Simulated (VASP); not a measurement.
# RuS: single point with PBE

RuS:

```
Ru S
1.0
     0.00000    2.59682    2.59682
     2.59682    0.00000    2.59682
     2.59682    2.59682    0.00000
Ru S
1 1
Cartesian
  0.0000 0.0000 0.0000
  1.2984 1.2984 1.2984
```

```json
{
 "Program": "VASP 6.6.1",
 "Task": "single point",
 "Functional": "PBE",
 "Potentials or basis": "VASP PAW PBE potentials, release 64 (Ru_pv, S)",
 "Cutoff": "520 eV",
 "k mesh": "10 × 10 × 10",
 "Occupations": "gaussian, width 0.05 eV",
 "Spin": "no spin polarisation"
}
```

```yaml
Pressure: 0.5 GPa
Band_gap_on_the_k_mesh: zero (band 10 reaches 10.56 eV, above the bottom of band 11 at 7.64 eV)
```

Levels at points of the mesh, in eV from the Fermi level:
| k point | band 7 | band 8 | band 9 | band 10 | band 11 | band 12 | band 13 | band 14 |
| --- | --- | --- | --- | --- | --- | --- | --- | --- |
| (0.00, 0.00, 0.00) | -6.20 | -2.10 | -2.10 | 2.14 | 3.49 | 3.49 | 3.49 | 7.97 |
| (0.50, 0.00, 0.00) | -5.75 | -1.75 | -1.75 | -1.38 | 1.48 | 1.48 | 4.49 | 8.90 |
| (0.50, 0.50, 0.00) | -4.79 | -2.65 | -1.23 | -1.04 | -0.51 | -0.51 | 6.12 | 7.40 |

Run time: 18 s on 1 thread of Intel Xeon 6975P-C (shared host), peak memory 0.17 GiB.
